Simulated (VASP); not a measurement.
Runs of VASP 6.6.1 on Pt. It takes space group Fm-3m (No. 225, cubic). The conventional cell has a = 3.911 Å, b = 3.911 Å, c = 3.911 Å, α = 90.00°, β = 90.00°, γ = 90.00°. Pt (site symmetry m-3m) has 12 Pt at 2.77 Å within 3.6 Å. 

| k mesh | smearing | gap on the mesh (eV) | pressure (GPa) |
| --- | --- | --- | --- |
| 12 × 12 × 12 | methfessel-paxton 0.05 eV | none | 7.4 |
| 12 × 12 × 12 | fermi-dirac 0.1 eV | none | 7.7 |
| 6 × 6 × 6 | fermi-dirac 0.1 eV | none | (a) |
| 12 × 12 × 12 | fermi-dirac 0.01 eV | none | 7.4 |

Alike in all rows: task single point; level r2SCAN; potentials or basis VASP PAW PBE potentials, release 64 (Pt); no spin polarisation; cell as given; cutoff (eV) 550.

Question: Estimate the missing entries.

Answer: (a) 4.7.

Caveats: some runs use coarse meshes; the PAW data sets were made with another functional, which shifts forces and pressure a little; spin-orbit coupling is left out, which moves the levels of the heavy elements.

A k mesh can miss the band edges, and the runs leave out spin-orbit coupling on Pt.

A gap of «none» marks levels without a gap at the run's occupations.
